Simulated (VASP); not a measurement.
**WS2: single point with r2SCAN**

Crystal: WS2.

```
CELL_PARAMETERS angstrom
1.56514 0.90364 5.82691
-1.56514 0.90364 5.82691
0.00000 -1.80727 5.82691
ATOMIC_POSITIONS crystal
W 0.00063 0.00063 0.00063
S 0.42330 0.42330 0.42330
S 0.24477 0.24477 0.24477
```

- Program: VASP 6.6.1
- Task: single point
- Functional: r2SCAN
- Potentials or basis: VASP PAW PBE potentials, release 64 (W_sv, S)
- Cutoff: 520 eV
- k mesh: 12 × 12 × 12
- Occupations: gaussian, width 0.02 eV
- Spin: no spin polarisation
- Dipole correction: no
- Further INCAR settings: ALGO = Normal; EDIFF = 1e-06; NBANDS = 20

```json
{
  "Pressure": "8.2 GPa",
  "Largest force": "0.023 eV/Å",
  "Band gap on the k mesh": "0.86 eV (least direct gap 2.11 eV)"
}
```

Forces on the atoms (eV/Å):
```
W    0.000  0.000  0.001
S    0.000  0.000  0.022
S    0.000  0.000 -0.023
```

Stress tensor (GPa, compression positive):
```
8.26 0.00 0.00
0.00 8.26 0.00
0.00 0.00 8.18
```

Levels at points of the mesh, in eV from the valence-band top:
| k point | band 11 | band 12 | band 13 | band 14 | band 15 | band 16 |
| --- | --- | --- | --- | --- | --- | --- |
| (0.00, 0.00, 0.00) | -2.73 | -1.65 | -1.40 | 2.10 | 2.10 | 2.51 |
| (0.50, 0.00, 0.00) | -2.95 | -2.14 | -2.13 | 2.32 | 2.54 | 3.69 |
| (0.50, 0.50, 0.00) | -3.82 | -2.55 | -1.92 | 2.23 | 2.75 | 3.29 |
| (0.50, 0.50, 0.50) | -2.65 | -2.65 | 0.00 | 2.17 | 2.17 | 2.34 |

It took 48 min on 1 thread of Intel Xeon 8259CL, with other jobs on the host, peak memory 0.47 GiB.

Caveat: the cell stands under pressure; the PAW data sets were made with another functional, which shifts forces and pressure a little; spin-orbit coupling is left out, which moves the levels of the heavy elements. A k mesh can miss the band edges.
